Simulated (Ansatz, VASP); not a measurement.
# BN in VASP and in Ansatz

```
B N
1.0
     0.00000    1.81300    1.81300
     1.81300    0.00000    1.81300
     1.81300    1.81300    0.00000
B N
1 1
Direct
  0.00000 0.00000 0.00000
  0.75000 0.75000 0.89626
```

Change from the starting cell: all N atoms moved +0.375 Å, as atom 2 along Cartesian [1 1 0].

Alike in both runs: task single point; functional PBE; k mesh 12 × 12 × 12; occupations gaussian, width 0.05 eV; no spin polarisation.

|  | VASP | Ansatz |
| --- | --- | --- |
| version | VASP 6.6.1 | Ansatz 0.2.0 |
| potentials or method | VASP PAW PBE potentials, release 64 (B, N), cutoff 520 eV | scalar-relativistic, plane waves, PAW |
| valence electrons in the cell | 8 | 8 |

Ansatz gave:

| Property | Result |
| --- | --- |
| gap on the k mesh at the Fermi level (eV) | 1.41 |
| least direct gap on the mesh (eV) | 5.77 |
| rms of the force components (eV/Å) | 6.316 |

Problem. Which values does VASP return?

Solution. gap on the k mesh at the Fermi level (eV): 1.40; least direct gap on the mesh (eV): 5.77; rms of the force components (eV/Å): 6.322.

Atom by atom the forces differ by 0.006 eV/Å (rms over components).
